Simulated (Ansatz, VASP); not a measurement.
# SiC: VASP beside Ansatz

```xyz
2
Lattice="0.0000 2.0458 2.4550 2.0458 0.0000 2.4550 2.0458 2.0458 0.0000" Properties=species:S:1:pos:R:3 pbc="T T T"
Si    0.0000    0.0000    0.0000
C     3.0687    3.0687    3.6825
```

Alike in both runs: task single point; functional PBE; k mesh 12 × 12 × 12; occupations gaussian, width 0.05 eV; no spin polarisation.

|  | VASP | Ansatz |
| --- | --- | --- |
| version | VASP 6.6.1 | Ansatz 0.2.0 |
| potentials or method | VASP PAW PBE potentials, release 64 (Si, C), cutoff 520 eV | scalar-relativistic, plane waves, PAW |
| valence electrons in the cell | 8 | 8 |

```tsv
	VASP	Ansatz	Ansatz less VASP
gap on the k mesh at the Fermi level (eV)	0.27	0.28	+0.003
least direct gap on the mesh (eV)	3.12	3.12	+0.002
pressure (GPa)	3.0	3.0	+0.04
traceless stress, the component that is largest in VASP (GPa)	-44.03	-43.94	+0.088
```
